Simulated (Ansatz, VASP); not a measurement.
Two plane-wave programs on TiC

File INCAR:

```
SYSTEM = TiC
ALGO = Normal
EDIFF = 1E-6
ENCUT = 600
GGA = CA
GGA_COMPAT = .FALSE.
ISIF = 2
ISMEAR = 1
LASPH = .TRUE.
LCHARG = .FALSE.
LREAL = .FALSE.
LWAVE = .FALSE.
NBANDS = 15
NELM = 120
PREC = Accurate
SIGMA = 0.1
```

File KPOINTS:

```
k-points
0
G
  8 8 8
  0 0 0
```

The input POSCAR:

```
TiC
1.0
    0.0674771617      2.1551161202      2.1020947848
    2.2902501431     -0.0188884140      2.1884503772
    2.1971558195      2.1483773890      0.0742059096
Ti C
1 1
Direct
    0.0063600000      0.0006500000      0.9976700000
    0.5135800000      0.5002000000      0.4982600000
```

Input for Ansatz:

```yaml
crystal:
  lattice:
    - [0.0674771617267274, 2.155116120176372, 2.1020947847819866]
    - [2.290250143128433, -0.018888413964635038, 2.188450377167871]
    - [2.197155819544806, 2.1483773889786293, 0.07420590961899168]
  atoms:
    - { symbol: Ti, position: [0.00636, 0.00065, 0.99767] }
    - { symbol: C, position: [0.51358, 0.5002, 0.49826] }
basis:
  ecutwfc: 540.0
  xc_grid: 2
kpoints:
  mp_grid:
    grid: [8, 8, 8]
hamiltonian:
  xc: lda
scf:
  convergence:
    dr2_threshold: 1.0e-09
  occupations:
    method: methfessel_paxton
output:
  forces: true
  stress: true
```

Alike in both runs: task single point; functional LDA; k mesh 8 × 8 × 8; no spin polarisation.

|  | VASP | Ansatz |
| --- | --- | --- |
| version | VASP 6.6.1 | Ansatz 0.2.0 |
| potentials or method | VASP PAW LDA potentials, release 64 (Ti_sv, C), cutoff 600 eV | plane waves, PAW |
| occupations | methfessel-paxton of order 1, width 0.1 eV | methfessel-paxton of order 1 |
| valence electrons in the cell | 16 | 16 |

Ansatz gave:

```
pressure (GPa)                                                : -9.2
traceless stress, the component that is largest in VASP (GPa) : -13.15
rms of the force components (eV/Å)                            : 0.133
```

Question: What did VASP give for the same quantities?

Answer: Pressure (GPa): -8.7; traceless stress, the component that is largest in VASP (GPa): -13.10; rms of the force components (eV/Å): 0.134.

LDA's correlation is that of Perdew and Zunger in VASP and of Perdew and Wang (1992) in Ansatz. Atom by atom the forces differ by 0.001 eV/Å (rms over components). Ansatz's warnings: stress scf threshold loose.
